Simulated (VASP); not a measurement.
Write the native input for VASP 6.6.1 that does the following.

```
Task                   : single point
Functional             : PBE
Potentials or basis    : VASP PAW PBE potentials, release 64 (Nd_3, Sc_sv, Cl), 4f in core
Cutoff                 : 500 eV
k mesh                 : 6 × 6 × 4
Occupations            : gaussian, width 0.1 eV
Spin                   : no spin polarisation
Dipole correction      : no
Mended                 : yes
Further INCAR settings : ALGO = Normal; EDIFF = 1e-06; NBANDS = 32
```

The structure of Nd2ScCl2 lies in POSCAR:

```
Nd2ScCl2
1.0
    4.7605567842      0.0000000000      0.0000000000
   -2.3802783921      4.1227631113      0.0000000000
    0.0000000000      0.0000000000      7.5053614728
Nd Sc Cl
2 1 2
Direct
    0.3333333333      0.6666666667      0.6701672290
    0.6666666667      0.3333333333      0.3298327710
    0.0000000000      0.0000000000      0.0000000000
    0.3333333333      0.6666666667      0.2882267674
    0.6666666667      0.3333333333      0.7117732326
```

The cell was built from a structure type or drawn by symmetry, and may not be a known phase.

One way to write it, as run:

INCAR

```
ALGO = Normal
EDIFF = 1E-6
ENCUT = 500
GGA = PE
GGA_COMPAT = F
ISIF = 2
ISMEAR = 0
LASPH = T
LCHARG = F
LMAXMIX = 6
LREAL = F
LWAVE = F
NBANDS = 32
NELM = 200
PREC = Accurate
SIGMA = 0.1
```

KPOINTS

```
k-points
0
Gamma
  6 6 4
```

Potentials or basis: VASP PAW PBE potentials, release 64 (Nd_3, Sc_sv, Cl), 4f in core.

Command:

```sh
$ cat potpaw_PBE.64/Nd_3/POTCAR potpaw_PBE.64/Sc_sv/POTCAR potpaw_PBE.64/Cl/POTCAR > POTCAR
$ mpirun -np 1 vasp_std > vasp.out
```

Results of the run:

```yaml
Pressure: 0.0 GPa
Largest_force: 0.023 eV/Å
Band_gap_on_the_k_mesh: zero (an odd number of electrons rules out a gap without spin polarisation)
```

Caveat: spin-orbit coupling is left out, which moves the levels of the heavy elements; the 4f electrons are frozen in the core, so they carry no moment and show no levels; an odd number of electrons without spin polarisation forces a metal; a magnetic or distorted state may lie lower; the run has no spin polarisation, though such a crystal can be magnetic.

Wall time 66 s on 1 thread of AMD EPYC 9R45 96-Core Processor (Zen 5), with other jobs on the host, peak memory 0.28 GiB.
